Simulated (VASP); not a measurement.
# Cu (Im-3m) in VASP: notebook

The runs below take Cu through single point, with LDA.

Program: VASP 6.6.1. These are calculated values, not measurements. Logs are shortened: lines on timing, memory, paths and dates and some standing lists are left out, and cuts for length are marked.

**1. The cell of the first run**

Symmetry: Im-3m, No. 229, cubic system. The conventional cell has a = 2.796 Å, b = 2.796 Å, c = 2.796 Å, α = 90.00°, β = 90.00°, γ = 90.00°. Within 3.2 Å of Cu (site symmetry m-3m) lie 14 Cu at 2.42 to 2.80 Å.

**2. Single point, LDA**

INCAR reads:

```
ALGO     = Normal         # electronic algorithm
EDIFF    = 1E-6           # SCF threshold, eV
ENCUT    = 520            # plane-wave cutoff, eV
GGA      = CA             # functional
ISIF     = 2              # what is computed and relaxed
ISMEAR   = -1             # smearing method
LASPH    = True           # aspherical terms in the spheres
LCHARG   = False          # write CHGCAR
LREAL    = False          # projectors in reciprocal space
LWAVE    = False          # write WAVECAR
NBANDS   = 12             # bands
NELM     = 80             # most SCF steps
PREC     = Accurate       # precision mode
SIGMA    = 0.1            # smearing width, eV
```

KPOINTS reads:

```
k-points
0
Gamma
  15 15 15
```

POSCAR reads:

```
Cu
1.0
   -1.3978609273      1.3978609273      1.3978609273
    1.3978609273     -1.3978609273      1.3978609273
    1.3978609273      1.3978609273     -1.3978609273
Cu
1
Direct
    0.0000000000      0.0000000000      0.0000000000
```

Potentials or basis: VASP PAW LDA potentials, release 64 (Cu).

On the command line:

```bash
$ cat potpaw_LDA.64/Cu/POTCAR > POTCAR
$ mpirun -np 1 vasp_std > vasp.out
```

OUTCAR:

```text
EDIFF = 1E-6
   ENCUT = 520
   GGA = CA
   ISIF = 2
   ISMEAR = -1
   LASPH = True
   LREAL = False
   NELM = 80
   PREC = Accurate

 ion  position               nearest neighbor table
   1  0.000  0.000  0.000-

  LATTYP: Found a body centered cubic cell.
 ALAT       =     2.7957218546

  Lattice vectors:

 A1 = (  -1.3978609273,   1.3978609273,   1.3978609273)
 A2 = (   1.3978609273,  -1.3978609273,   1.3978609273)
 A3 = (   1.3978609273,   1.3978609273,  -1.3978609273)

Analysis of symmetry for initial positions (statically):
=====================================================================
 Subroutine PRICEL returns:
 Original cell was already a primitive cell.

 Routine SETGRP: Setting up the symmetry group for a
 body centered cubic supercell.

 Subroutine GETGRP returns: Found 48 space group operations
 (whereof 48 operations were pure point group operations)
 out of a pool of 48 trial point group operations.

The static configuration has the point symmetry O_h .

Analysis of symmetry for dynamics (positions and initial velocities):
=====================================================================
 Subroutine PRICEL returns:
 Original cell was already a primitive cell.

 Routine SETGRP: Setting up the symmetry group for a
 body centered cubic supercell.

 Subroutine GETGRP returns: Found 48 space group operations
 (whereof 48 operations were pure point group operations)
 out of a pool of 48 trial point group operations.

The dynamic configuration has the point symmetry O_h .

 Subroutine INISYM returns: Found 48 space group operations
 (whereof 48 operations are pure point group operations),
 and found     1 'primitive' translations

----------------------------------------------------------------------------------------

                                     Primitive cell

  volume of cell :      10.9258

  direct lattice vectors                    reciprocal lattice vectors
    -1.397860927  1.397860927  1.397860927     0.000000000  0.357689374  0.357689374
     1.397860927 -1.397860927  1.397860927     0.357689374  0.000000000  0.357689374
     1.397860927  1.397860927 -1.397860927     0.357689374  0.357689374  0.000000000

  length of vectors
     2.421166148  2.421166148  2.421166148     0.505849164  0.505849164  0.505849164

  position of ions in fractional coordinates (direct lattice)
     0.000000000  0.000000000  0.000000000

  ion indices of the primitive-cell ions
   primitive index   ion index
                 1           1

----------------------------------------------------------------------------------------

 KPOINTS: k-points

Automatic generation of k-mesh.
 Grid dimensions read from file:
 generate k-points for:   15   15   15

 Generating k-lattice:

  Cartesian coordinates                     Fractional coordinates (reciprocal lattice)
     0.000000000  0.023845958  0.023845958     0.066666667  0.000000000  0.000000000
     0.023845958  0.000000000  0.023845958     0.000000000  0.066666667  0.000000000
     0.023845958  0.023845958  0.000000000     0.000000000  0.000000000  0.066666667

  Length of vectors
     0.033723278  0.033723278  0.033723278

  Shift w.r.t. Gamma in fractional coordinates (k-lattice)
     0.000000000  0.000000000  0.000000000

 Subroutine IBZKPT returns following result:
 ===========================================

 Found    120 irreducible k-points:

 Following reciprocal coordinates:
            Coordinates               Weight
  0.000000  0.000000  0.000000      1.000000
  0.066667  0.000000  0.000000     12.000000
  0.133333  0.000000  0.000000     12.000000
  0.200000  0.000000  0.000000     12.000000
  0.266667  0.000000  0.000000     12.000000
  0.333333  0.000000  0.000000     12.000000
[... 16 lines left out ...]
  0.333333  0.200000  0.000000     48.000000
  0.400000  0.200000  0.000000     24.000000
 [... further k-points ...]
   k-points           NKPTS =    120   k-points in BZ     NKDIM =    120   number of bands    NBANDS=     12
   number of dos      NEDOS =    301   number of ions     NIONS =      1
   total plane-waves  NPLWV =   5832
   dimension x,y,z NGX =    18 NGY =   18 NGZ =   18
   dimension x,y,z NGXF=    36 NGYF=   36 NGZF=   36
   ions per type =               1
   NGX,Y,Z   is equivalent  to a cutoff of  12.36, 12.36, 12.36 a.u.
   NGXF,Y,Z  is equivalent  to a cutoff of  24.72, 24.72, 24.72 a.u.
 SYSTEM =  unknown system
   PREC   = accura    normal or accurate (medium, high low for compatibility)
   ISTART =      0    job   : 0-new  1-cont  2-samecut
   ICHARG =      2    charge: 1-file 2-atom 10-const
   ISPIN  =      1    spin polarized calculation?
   LNONCOLLINEAR =      F non collinear calculations
   LSORBIT =      F    spin-orbit coupling
   LASPH  =      T    aspherical Exc in radial PAW
   ENCUT  =  520.0 eV  38.22 Ry    6.18 a.u.   4.50  4.50  4.50*2*pi/ulx,y,z
   NELM   =     80;   NELMIN=  2; NELMDL= -5     # of ELM steps
   EDIFF  = 0.1E-05   stopping-criterion for ELM
   LREAL  =      F    real-space projection
   EDIFFG = 0.1E-04   stopping-criterion for IOM
   NSW    =      0    number of steps for IOM
   IBRION =     -1    ionic relax: 0-MD 1-quasi-New 2-CG
   NFREE  =      0    steps in history (QN), initial steepest desc. (CG)
   ISIF   =      2    stress and relaxation
   ISYM   =      2    0-nonsym 1-usesym 2-fastsym
   POTIM  = 0.5000    time-step for ionic-motion
   TEBEG  =    0.0;   TEEND  =   0.0 temperature during run
   PSTRESS=    0.0 pullay stress
   NELECT =      11.0000    total number of electrons
   NUPDOWN=      -1.0000    fix difference up-down
   EMIN   =  10.00;   EMAX   =-10.00  energy-range for DOS
   EFERMI =   0.00;   METHOD = LEGACY
   ISMEAR =    -1;   SIGMA  =   0.10  broadening in eV -4-tet -1-fermi 0-gaus
   EFERMI_NEDOS =   21; number of points for ismear=-14 and -15
   IALGO  =     38    algorithm
   IMIX   =      4    mixing-type and parameters
     AMIX     =   0.40;   BMIX     =  1.00
     AMIX_MAG =   1.60;   BMIX_MAG =  1.00
  volume/ion in A,a.u.               =      10.93        73.73
  Fermi-wavevector in a.u.,A,eV,Ry     =   1.640798  3.100658 36.629847  2.692218
  Thomas-Fermi vector in A             =   2.731376
   LORBIT       =      0    0 simple, 1 ext, 2 COOP (PROOUT), +10 PAW based schemes
   GGA     = CA    functional components
   LHFCALC =     F    Hartree Fock is set to
   AEXX    =    0.0000 exact exchange contribution
   IVDW    =     0    specifies the selected vdW correction
   LEPSILON=     F    determine dielectric tensor
   LRPA    =     F    only Hartree local field effects (RPA)
 non-spin polarized calculation
  energy-cutoff  :      520.00
  volume of cell :       10.93
 maximum number of plane-waves:       321
 NGX is ok and might be reduce to    18
   NGX =  9   NGY =  9   NGZ =  9

 number of electron      11.0000020 magnetization

 Free energy of the ion-electron system (eV)
  ---------------------------------------------------
  ext. energy  EPLUGINS =         0.00000000
  ---------------------------------------------------
  free energy    TOTEN  =        -4.67578165 eV

  energy without entropy =       -4.66715774  energy(sigma->0) =       -4.67146969

 E-fermi :   8.3198     XC(G=0): -13.5655

 val. band max:        8.2204344036   @ k =  -0.3333   0.3333   0.2667
 cond. band min:       8.3770539428   @ k =  -0.3333   0.4667   0.0667
 fundamental gap:      0.1566195393
 Fermi energy:         8.3198227923

 k-point     1 :       0.0000    0.0000    0.0000
  band No.  band energies     occupation
      1      -1.5951      2.00000
      2       4.9482      2.00000
      3       4.9482      2.00000
      4       4.9482      2.00000
      5       6.1041      2.00000
      6       6.1041      2.00000
      7      34.2397      0.00000
      8      34.2397      0.00000
      9      34.2397      0.00000
     10      38.4533      0.00000
     11      38.4533      0.00000
     12      38.4536      0.00000

 k-point     2 :       0.0667    0.0000    0.0000
  band No.  band energies     occupation
      1      -1.4139      2.00000
      2       4.9119      2.00000
      3       4.9463      2.00000
      4       5.0223      2.00000
      5       6.0685      2.00000
      6       6.1069      2.00000
      7      32.4556      0.00000
      8      33.7811      0.00000
      9      33.8526      0.00000
     10      36.3811      0.00000
     11      36.6765      0.00000
     12      36.9592      0.00000

 k-point     3 :       0.1333    0.0000    0.0000
  band No.  band energies     occupation
      1      -0.8807      2.00000
      2       4.8100      2.00000
      3       4.9302      2.00000
      4       5.2362      2.00000
      5       5.9891      2.00000
      6       6.1160      2.00000
      7      28.9850      0.00000
      8      32.3202      0.00000
      9      33.0709      0.00000
     10      34.0241      0.00000
     11      35.5521      0.00000
     12      36.9467      0.00000
[... 286 lines left out ...]
 k-point    23 :       0.3333    0.2000    0.0000
  band No.  band energies     occupation
      1       3.4072      2.00000
      2       4.2291      2.00000
      3       4.9162      2.00000
      4       6.0224      2.00000
      5       6.3509      2.00000
      6       9.3980      0.00004
      7      15.0049      0.00000
      8      19.4979      0.00000
      9      26.3602      0.00000
     10      34.2023      0.00000
     11      38.7530      0.00000
     12      41.8720      0.00000

 k-point    24 :       0.4000    0.2000    0.0000
  band No.  band energies     occupation
      1       3.4412      2.00000
      2       4.2157      2.00000
      3       5.0325      2.00000
      4       6.0502      2.00000
      5       6.3843      2.00000
      6      10.4592      0.00000
      7      13.4838      0.00000
      8      19.3014      0.00000
      9      26.1778      0.00000
     10      34.1687      0.00000
     11      39.4295      0.00000
     12      41.5447      0.00000

 [... further k-points ...]

------------------------ aborting loop because EDIFF is reached ----------------------------------------

  FORCE on cell =-STRESS in cart. coord.  units (eV):
  Direction    XX          YY          ZZ          XY          YZ          ZX
  --------------------------------------------------------------------------------------
  -------------------------------------------------------------------------------------
  Total        0.0590459      0.0590459      0.0590459     -0.0000000     -0.0000000     -0.0000000
  in kB        8.6586127      8.6586127      8.6586127     -0.0000000     -0.0000000     -0.0000000
  external PRESSURE =       8.6586127 kB  Pullay stress =       0.0000000 kB

 VOLUME and BASIS-vectors are now :
 -----------------------------------------------------------------------------
  energy-cutoff  :      520.00
  volume of cell :       10.93
      direct lattice vectors                 reciprocal lattice vectors
    -1.397860927  1.397860927  1.397860927     0.000000000  0.357689374  0.357689374
     1.397860927 -1.397860927  1.397860927     0.357689374  0.000000000  0.357689374
     1.397860927  1.397860927 -1.397860927     0.357689374  0.357689374  0.000000000

 POSITION                                       TOTAL-FORCE (eV/Angst)
 -----------------------------------------------------------------------------------
      0.00000      0.00000      0.00000        -0.000000     -0.000000     -0.000000
 -----------------------------------------------------------------------------------
    total drift:                                0.000000      0.000000      0.000000

  FREE ENERGIE OF THE ION-ELECTRON SYSTEM (eV)
  ---------------------------------------------------
  free  energy   TOTEN  =        -4.6757816450 eV

  energy  without entropy=       -4.6671577426  energy(sigma->0) =       -4.67146969
```

It took 6.4 s on 1 thread of Intel Xeon 6975P-C (Granite Rapids), shared host; peak memory 0.12 GiB.

What came out:

```
Free energy : -4.6758 eV
Pressure    : 0.9 GPa
```

**3. Single point, LDA (volume scaled by 0.88)**

INCAR reads:

```
SYSTEM = Cu
  ALGO = Normal
  EDIFF = 1E-6
  ENCUT = 520
  GGA = CA
  ISIF = 2
  ISMEAR = -1
  LASPH = .True.
  LCHARG = .False.
  LREAL = .False.
  LWAVE = .False.
  NBANDS = 12
  NELM = 100
  PREC = Accurate
  SIGMA = 0.1
```

KPOINTS reads:

```
k-points
0
Gamma
  18 18 18
  0 0 0
```

POSCAR reads:

```
Cu
1.0
   -1.3395477209      1.3395477209      1.3395477209
    1.3395477209     -1.3395477209      1.3395477209
    1.3395477209      1.3395477209     -1.3395477209
Cu
1
Direct
    0.0000000000      0.0000000000      0.0000000000
```

Potentials or basis: VASP PAW LDA potentials, release 64 (Cu).

On the command line:

```bash
$ cat potpaw_LDA.64/Cu/POTCAR > POTCAR
$ mpirun -np 1 vasp_std > vasp.out
```

It took 9.2 s on 1 thread of Intel Xeon 6975P-C (Granite Rapids), shared host; peak memory 0.12 GiB.

The run converged. Its results:

```yaml
Free_energy: -4.5436 eV
Pressure: 33.7 GPa
```

Levels at points of the mesh, in eV from the Fermi level:
| k point | band 3 | band 4 | band 5 | band 6 | band 7 | band 8 |
| --- | --- | --- | --- | --- | --- | --- |
| (0.00, 0.00, 0.00) | -3.96 | -3.96 | -2.56 | -2.56 | 27.03 | 27.03 |
| (0.50, 0.00, 0.00) | -2.61 | -2.40 | -1.56 | -1.19 | 5.51 | 19.15 |
| (0.50, 0.50, 0.50) | -1.79 | -1.79 | -1.79 | 9.06 | 9.06 | 9.06 |

**4. Single point, LDA (volume scaled by 0.92)**

INCAR reads:

```
SYSTEM = Cu
ALGO = Normal
EDIFF = 1E-6
ENCUT = 520
ISIF = 2
ISMEAR = -1
LASPH = .TRUE.
LCHARG = .TRUE.
LELF = .TRUE.
LREAL = .FALSE.
LVHAR = .TRUE.
LWAVE = .FALSE.
NBANDS = 12
NELM = 80
PREC = Accurate
SIGMA = 0.1
```

KPOINTS reads:

```
k-points
0
G
  18 18 18
  0 0 0
```

POSCAR reads:

```
Cu
1.0
   -1.3595439185      1.3595439185      1.3595439185
    1.3595439185     -1.3595439185      1.3595439185
    1.3595439185      1.3595439185     -1.3595439185
Cu
1
Direct
    0.0000000000      0.0000000000      0.0000000000
```

On the command line:

```bash
$ cat potpaw_LDA.64/Cu/POTCAR > POTCAR
$ mpirun -np 1 vasp_std > vasp.out
```

Wall time 10 s (1 thread of Intel Xeon 6975P-C (Granite Rapids), shared host); peak memory 0.13 GiB.

The run converged. Its results:

| Property | Result |
| --- | --- |
| Free energy | -4.6166 eV |
| Pressure | 20.1 GPa |

Levels at points of the mesh, in eV from the Fermi level:
```tsv
k point	band 2	band 3	band 4	band 5	band 6	band 7	band 8	band 9
(0.00, 0.00, 0.00)	-3.76	-3.76	-3.76	-2.46	-2.46	26.63	26.63	26.63
(0.50, 0.00, 0.00)	-4.68	-2.51	-2.31	-1.52	-1.04	5.23	18.80	19.48
(0.50, 0.50, 0.50)	-5.73	-1.74	-1.74	-1.74	8.85	8.85	8.85	14.96
```

**5. Single point, LDA (volume scaled by 0.96)**

INCAR reads:

```
ALGO = Normal
EDIFF = 1E-6
ENCUT = 520
ISIF = 2
ISMEAR = -1
LASPH = True
LCHARG = False
LREAL = False
LWAVE = False
NBANDS = 12
NELM = 60
PREC = Accurate
SIGMA = 0.1
```

KPOINTS reads:

```
k-points
0
Gamma
  18 18 18
```

POSCAR reads:

```
Cu
1.0
   -1.3789685988      1.3789685988      1.3789685988
    1.3789685988     -1.3789685988      1.3789685988
    1.3789685988      1.3789685988     -1.3789685988
Cu
1
Direct
    0.0000000000      0.0000000000      0.0000000000
```

On the command line:

```bash
$ cat potpaw_LDA.64/Cu/POTCAR > POTCAR
$ mpirun -np 1 vasp_std > vasp.out
```

It took 10 s on 1 thread of Intel Xeon 6975P-C (Granite Rapids), shared host; peak memory 0.13 GiB.

The run converged. Its results:

```yaml
Free_energy: -4.6566 eV
Pressure: 9.4 GPa
```

Levels at points of the mesh, in eV from the Fermi level:
```tsv
k point	band 3	band 4	band 5	band 6	band 7	band 8
(0.00, 0.00, 0.00)	-3.59	-3.59	-2.36	-2.36	26.24	26.24
(0.50, 0.00, 0.00)	-2.41	-2.23	-1.48	-0.91	4.98	18.46
(0.50, 0.50, 0.50)	-1.69	-1.69	-1.69	8.66	8.66	8.66
```

**6. Overview**

| cell | k mesh | gap on the mesh (eV) | pressure (GPa) |
| --- | --- | --- | --- |
| a = 2.421 Å, angles 109.5°, 1 atom | 15 × 15 × 15 | none | 0.9 |
| a = 2.320 Å, angles 109.5°, 1 atom | 18 × 18 × 18 | none | 33.7 |
| a = 2.355 Å, angles 109.5°, 1 atom | 18 × 18 × 18 | none | 20.1 |
| a = 2.388 Å, angles 109.5°, 1 atom | 18 × 18 × 18 | none | 9.4 |

Alike in all rows: task single point; level LDA; potentials or basis VASP PAW LDA potentials, release 64 (Cu); no spin polarisation; cutoff (eV) 520; smearing fermi-dirac 0.1 eV.

Absolute energies hang on the potentials; compare differences alone.
